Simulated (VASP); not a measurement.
**Mg3NbO2: single point with PBE**

The system is Mg3NbO2.

```xyz
6
Lattice="3.0545 0.0000 0.0000 0.0000 3.0545 0.0000 0.0000 0.0000 11.3663" Properties=species:S:1:pos:R:3 pbc="T T T"
Mg    0.0000    0.0000    7.5560
Mg    0.0000    0.0000    3.8104
Mg    1.5272    1.5272    5.6832
Nb    0.0000    0.0000    0.0000
O     1.5272    1.5272    9.8676
O     1.5272    1.5272    1.4988
```

```yaml
Program: VASP 6.6.1
Task: single point
Functional: PBE
Potentials_or_basis: VASP PAW PBE potentials, release 64 (Mg, Nb_sv, O)
Cutoff: 520 eV
k_mesh: 6 × 6 × 2
Occupations: gaussian, width 0.1 eV
Spin: no spin polarisation
Dipole_correction: no
Further_INCAR_settings: ALGO = Normal; EDIFF = 1e-06; NBANDS = 24
```

```json
{"Pressure": "-13.5 GPa", "Largest force": "2.411 eV/Å"}
```

Forces in eV/Å, atoms in the order of the input:
```
Mg   0.000  0.000  1.644
Mg   0.000  0.000 -1.644
Mg   0.000  0.000  0.000
Nb   0.000  0.000  0.000
O    0.000  0.000  2.411
O    0.000  0.000 -2.411
```

Stress tensor (GPa, compression positive):
```
-13.04   0.00   0.00
  0.00 -13.04   0.00
  0.00   0.00 -14.39
```

Levels at points of the mesh, in eV from the Fermi level:
| k point | band 12 | band 13 | band 14 | band 15 | band 16 | band 17 | band 18 | band 19 | band 20 | band 21 |
| --- | --- | --- | --- | --- | --- | --- | --- | --- | --- | --- |
| (0.00, 0.00, 0.00) | -2.55 | -2.32 | -2.06 | -2.06 | -1.06 | -0.13 | 2.06 | 2.24 | 2.24 | 2.54 |
| (0.50, 0.00, 0.00) | -2.82 | -2.66 | -1.75 | -1.61 | -0.88 | -0.39 | 0.78 | 1.30 | 1.68 | 2.01 |
| (0.50, 0.50, 0.00) | -2.16 | -0.10 | -0.10 | 0.31 | 0.87 | 1.11 | 1.61 | 1.61 | 2.00 | 2.40 |
| (0.00, 0.00, 0.50) | -2.55 | -2.55 | -2.06 | -2.06 | -0.19 | 0.07 | 0.98 | 2.06 | 2.24 | 2.24 |
| (0.50, 0.00, 0.50) | -2.66 | -2.62 | -1.75 | -1.73 | -0.80 | -0.30 | 0.54 | 1.30 | 1.68 | 2.02 |
| (0.50, 0.50, 0.50) | -2.17 | -0.12 | -0.12 | 0.35 | 0.81 | 1.26 | 1.77 | 1.82 | 1.82 | 2.16 |

Run time: 120 s on 1 thread of Intel(R) Xeon(R) Platinum 8259CL CPU @ 2.50GHz (Skylake/Cascade Lake) (shared host), peak memory 0.23 GiB.

Caveat: an odd number of electrons without spin polarisation forces a metal; a magnetic or distorted state may lie lower.
